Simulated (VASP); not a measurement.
Input of a VASP 6.6.1 run:

File INCAR:

```
PREC = Accurate ; ENCUT = 520
EDIFF = 1E-7 ; ISMEAR = -1
SIGMA = 0.05 ; LREAL = Auto
LASPH = T ; NELM = 60
ALGO = Normal ; ISIF = 2
LWAVE = F ; LCHARG = F
GGA = PE ; ISYM = 0
NBANDS = 87
```

The input KPOINTS:

```
Automatic mesh
0
Gamma
  1 1 1
  0.25 0.25 0.25
```

The input POSCAR:

```
AlSi8NO16
1.0
    7.6361610000     -0.1511100000     -0.0835260000
   -0.1511100000      7.3133010000     -0.0381800000
   -0.0835260000     -0.0381800000      6.8622450000
Al N Si O
1 1 8 16
Direct
    0.4369322375      0.6878254800      0.6788617105
    0.5304713634      0.4492264009      0.6860754192
    0.6418177290      0.6336691963      0.3189756352
    0.7584977619      0.3900593599      0.6094528468
    0.0326771561      0.6777340824      0.6780119741
    0.2548882019      0.6467749776      0.2171800425
    0.4148404302      0.9801202106      0.0632419786
    0.0718035754      1.0299031532      0.8764935044
    0.8858975547      0.0163911658      0.5049384413
    0.7823908734      0.9965908467      0.1813187694
    0.4545326915      0.5536746790      0.2095638668
    0.3121870464      0.8726440028      0.2365289032
    0.2202404672      0.6281519785      0.5903864767
    0.5947287504      0.0857604151      0.1237367139
    0.0509626470      0.0931147257      0.6534062579
    0.4538994996      0.8178299101      0.8962164941
    0.7681186113      0.4629586030      0.3790521374
    0.7391764015      0.7724613297      0.1604575502
    0.9257310668      0.4876521058      0.7271192111
    0.4222192423      0.3186164068      0.7155614611
    0.9220742407      0.0854001426      1.0241306964
    0.0705651583      0.8013102961      0.8747325478
    0.2569703646      0.1094105402     -0.0168564368
    0.5816863527      0.7539091207      0.5032137711
    0.7374830804      0.1636640825      0.6041024047
    0.9144989389      0.7914203761      0.5286928503
```

Potentials or basis: VASP PAW PBE potentials, release 64 (Al, N, Si, O).

The run is started by

```sh
$ cat potpaw_PBE.64/Al/POTCAR potpaw_PBE.64/N/POTCAR potpaw_PBE.64/Si/POTCAR potpaw_PBE.64/O/POTCAR > POTCAR
$ mpirun -np 1 vasp_std > vasp.out
```

Task: Estimate the largest force.

Result: 3.339 eV/Å.

Task: Estimate the band gap on the k mesh.

Result: 0.22 eV.

Stress tensor (GPa, compression positive):
```
 1.02 -0.91  0.57
-0.91 -0.12 -2.20
 0.57 -2.20  1.71
```

Caveat: the k points lie up to 0.92 Å⁻¹ apart; the standard files for N, O and F lose accuracy on very short bonds.
